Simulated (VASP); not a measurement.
# AlZn13Cu2: single point with PBE

Crystal: AlZn13Cu2.

```
CELL_PARAMETERS angstrom
6.49941 0.15818 -0.03640
0.15285 6.48560 -0.05000
-0.06273 -0.04789 5.47531
ATOMIC_POSITIONS crystal
Al 0.04904 0.04261 0.99085
Cu 0.95614 0.45844 0.50121
Cu 0.29192 0.28870 0.75353
Zn 0.46220 0.96025 0.00052
Zn 0.96110 0.45654 0.99547
Zn 0.04305 0.05648 0.49714
Zn 0.28992 0.30065 0.25851
Zn 0.53600 0.53919 0.00048
Zn 0.45444 0.96258 0.50480
Zn 0.71244 0.21362 0.25174
Zn 0.20526 0.70865 0.25793
Zn 0.54573 0.53949 0.50383
Zn 0.79337 0.78661 0.25106
Zn 0.70339 0.21358 0.74746
Zn 0.20963 0.69161 0.74647
Zn 0.79613 0.78711 0.74409
```

```yaml
Program: VASP 6.6.1
Task: single point
Functional: PBE
Potentials_or_basis: VASP PAW PBE potentials, release 64 (Al, Cu, Zn)
Cutoff: 520 eV
k_mesh: 3 × 3 × 4
Occupations: gaussian, width 0.1 eV
Spin: no spin polarisation
```

```
Pressure               : 0.3 GPa
Largest force          : 0.021 eV/Å
Band gap on the k mesh : zero (an odd number of electrons rules out a gap without spin polarisation)
```

Forces in eV/Å, atoms in the order of the input:
```
Al  -0.004  0.002 -0.007
Cu   0.002  0.006 -0.002
Cu  -0.005 -0.004  0.003
Zn  -0.004 -0.006 -0.007
Zn  -0.002 -0.002 -0.002
Zn  -0.005 -0.015  0.013
Zn  -0.002 -0.011 -0.003
Zn   0.004  0.005  0.001
Zn   0.007 -0.003 -0.008
Zn   0.004 -0.010 -0.002
Zn   0.003  0.005  0.002
Zn  -0.011  0.001  0.008
Zn  -0.002  0.012  0.011
Zn   0.016 -0.005 -0.009
Zn   0.000  0.015 -0.004
Zn  -0.001  0.010  0.005
```

Stress tensor (GPa, compression positive):
```
 0.19 -0.05  0.06
-0.05  0.37  0.05
 0.06  0.05  0.22
```

Levels at points of the mesh, in eV from the Fermi level:
```
           k point  band 89  band 90  band 91  band 92  band 93  band 94
(0.00, 0.00, 0.00)    -1.89    -1.13    -0.29    -0.20     0.18     0.33
(0.00, 0.00, 0.50)    -1.26    -1.20    -1.15    -0.73    -0.08     1.59
```

Wall time 12 min on 1 thread of Intel(R) Xeon(R) Platinum 8375C CPU @ 2.90GHz (Ice Lake) (shared host), peak memory 0.48 GiB.
